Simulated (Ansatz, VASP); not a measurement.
# AlRu: VASP beside Ansatz

```xyz
2
Lattice="2.9916 0.0000 0.0000 0.0000 2.9916 0.0000 0.0000 0.0000 3.0514" Properties=species:S:1:pos:R:3 pbc="T T T"
Al    0.0000    0.0000    0.0000
Ru    1.4958    1.4958    1.5257
```

Change from the starting cell: zz strain of +2 %.

Alike in both runs: task single point; functional PBEsol; k mesh 12 × 12 × 12; occupations fermi-dirac, width 0.05 eV; no spin polarisation.

|  | VASP | Ansatz |
| --- | --- | --- |
| version | VASP 6.6.1 | Ansatz 0.2.0 |
| potentials or method | VASP PAW PBE potentials, release 64 (Al, Ru_pv), cutoff 520 eV | all-electron LAPW, scalar-relativistic |

Ansatz gave:

| Quantity | Value |
| --- | --- |
| pressure (GPa) | -7.2 |
| traceless stress, the component that is largest in VASP (GPa) | -2.20 |

Problem. Estimate VASP's values.

Solution. Pressure (GPa): -7.2; traceless stress, the component that is largest in VASP (GPa): -2.21.

VASP's potentials were made for PBE, not for PBEsol. Ansatz ran all-electron here, and VASP with PAW potentials.
